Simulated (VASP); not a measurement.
Wanted: the native input for a VASP 6.6.1 run.

* Task: relaxation of cell and atoms
* Functional: PBE
* Potentials or basis: VASP PAW PBE potentials, release 64 (Sb)
* Cutoff: 600 eV
* k mesh: 18 × 18 × 10
* Occupations: gaussian, width 0.1 eV
* Spin: no spin polarisation
* Dipole correction: no
* Further INCAR settings: ALGO = Normal; EDIFF = 1e-07; IBRION = 2; EDIFFG = -0.01; NSW = 100; ISIF = 3

The structure of Sb lies in POSCAR:

```
Sb
1.0
    1.9467823226     -2.7513725548      0.0000000000
    1.9467823226      2.7513725548      0.0000000000
    0.0000000000      0.0000000000      5.2931746080
Sb
2
Direct
    0.7500000000      0.2500000000      0.2807158839
    0.2500000000      0.7500000000      0.7192841161
```

These files were run (other wordings do the same):

INCAR

```
PREC = Accurate
ENCUT = 600
EDIFF = 1E-7
ISMEAR = 0
SIGMA = 0.1
LREAL = False
LASPH = True
NELM = 100
ALGO = Normal
ISIF = 3
LWAVE = False
LCHARG = False
GGA = PE
IBRION = 2
NSW = 100
EDIFFG = -0.01
```

KPOINTS

```
Automatic mesh
0
Gamma
  18 18 10
```

Potentials or basis: VASP PAW PBE potentials, release 64 (Sb).

The run is started by

```bash
$ cat potpaw_PBE.64/Sb/POTCAR > POTCAR
$ mpirun -np 1 vasp_std > vasp.out
```

It gave:

The relaxed volume is 27.16 Å³/atom and the relaxed cell is a = 3.261 Å, b = 3.261 Å, c = 5.418 Å, α = 90.00°, β = 90.00°, γ = 109.47°. The space group after relaxing (to 0.05 Å) is Fmmm (No. 69), the energy gained by relaxing is 27.7 meV/atom and the ionic steps are 22. The pressure after relaxing is 0.0 GPa. The largest force after relaxing is 0.004 eV/Å and the band gap on the k mesh is zero (band 5 reaches 12.22 eV, above the bottom of band 6 at 5.09 eV).

Caveat: spin-orbit coupling is left out, which moves the levels of the heavy elements.

Run time: 35 min on 1 thread of Intel(R) Xeon(R) Platinum 8259CL CPU @ 2.50GHz (Skylake/Cascade Lake) (shared host), peak memory 0.48 GiB.
